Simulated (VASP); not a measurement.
Here is a VASP 6.6.1 calculation.

INCAR

```
ALGO = Normal
EDIFF = 1E-7
EDIFFG = -0.025
ENCUT = 600
GGA = PE
IBRION = 2
ISIF = 3
ISMEAR = 0
LASPH = True
LCHARG = False
LREAL = False
LWAVE = False
NELM = 80
NSW = 80
PREC = Accurate
SIGMA = 0.1
```

KPOINTS

```
k-points
0
Gamma
  3 3 2
```

POSCAR

```
HfSn2Se6
1.0
    6.8724476230      0.0972017863      0.0441300039
   -3.3520445953      5.6372815474     -0.0662340844
    0.0468413834     -0.0541356671      6.8757014210
Hf Sn Se
1 2 6
Direct
   -0.0076834051     -0.0055174244     -0.0092347929
    0.6774290094      0.3320116682      0.0118102826
    0.3027956750      0.6187474163      0.0085305462
    0.3338834488      0.3544239311      0.7620350871
    1.0317216427      0.6900065442      0.7734178095
    0.6652308545     -0.0128526993      0.7772558258
    1.0112770508      0.3606402082      0.2205801432
    0.6653348879      0.6607326977      0.2172022783
    0.3200108360      0.0018076580      0.2384028201
```

Potentials or basis: VASP PAW PBE potentials, release 64 (Hf_pv, Sn_d, Se).

Run with:

```console
$ cat potpaw_PBE.64/Hf_pv/POTCAR potpaw_PBE.64/Sn_d/POTCAR potpaw_PBE.64/Se/POTCAR > POTCAR
$ mpirun -np 1 vasp_std > vasp.out
```

Question: What does it give for the relaxed cell?

Answer: a = 6.689 Å, b = 6.685 Å, c = 7.146 Å, α = 90.36°, β = 89.21°, γ = 120.00°.

Question: Predict the space group after relaxing (to 0.1 Å).

Answer: Cm (No. 8).

Question: Predict the relaxed volume.

Answer: 30.75 Å³/atom.

Question: Predict the band gap on the k mesh.

Answer: 0.59 eV.

The path:
```tsv
step	energy change (eV)	largest force (eV/Å)	pressure (GPa)	volume (Å³)
1	0.0000	3.5947	1.93	268.59
2	-0.6306	0.9156	-2.65	282.77
3	-0.6393	0.8956	-2.22	280.89
4	-0.8836	0.5824	0.54	267.64
5	-0.8852	0.6067	0.81	266.56
6	-0.9567	0.3730	0.20	268.42
7	-0.9660	0.3961	-0.05	269.39
8	-0.9897	0.2358	-0.06	269.38
9	-0.9977	0.1487	-0.04	269.38
10	-1.0013	0.0684	0.09	268.97
11	-1.0016	0.0796	0.14	268.83
12	-1.0026	0.0620	-0.12	270.08
13	-1.0026	0.0498	-0.07	269.83
14	-1.0034	0.0467	0.02	269.75
15	-1.0034	0.0536	0.04	269.73
16	-1.0041	0.0343	0.03	270.13
17	-1.0046	0.0318	0.01	270.64
18	-1.0043	0.0861	-0.01	271.65
19	-1.0047	0.0464	0.00	270.98
20	-1.0052	0.0398	0.01	271.34
21	-1.0058	0.0306	0.03	271.94
22	-1.0060	0.0719	0.05	273.14
23	-1.0061	0.0524	0.04	272.64
24	-1.0067	0.0409	-0.01	273.46
25	-1.0072	0.0500	-0.10	274.88
26	-1.0077	0.0366	-0.01	275.04
27	-1.0078	0.0332	0.04	275.11
28	-1.0078	0.0327	0.05	275.13
29	-1.0080	0.0289	0.04	275.50
30	-1.0082	0.0287	0.00	276.37
31	-1.0084	0.0205	0.00	276.72
```

Caveat: the k points lie up to 0.44 Å⁻¹ apart in the final cell; semilocal functionals underestimate gaps, and a narrow one can read as zero; spin-orbit coupling is left out, which moves the levels of the heavy elements. A k mesh can miss the band edges.
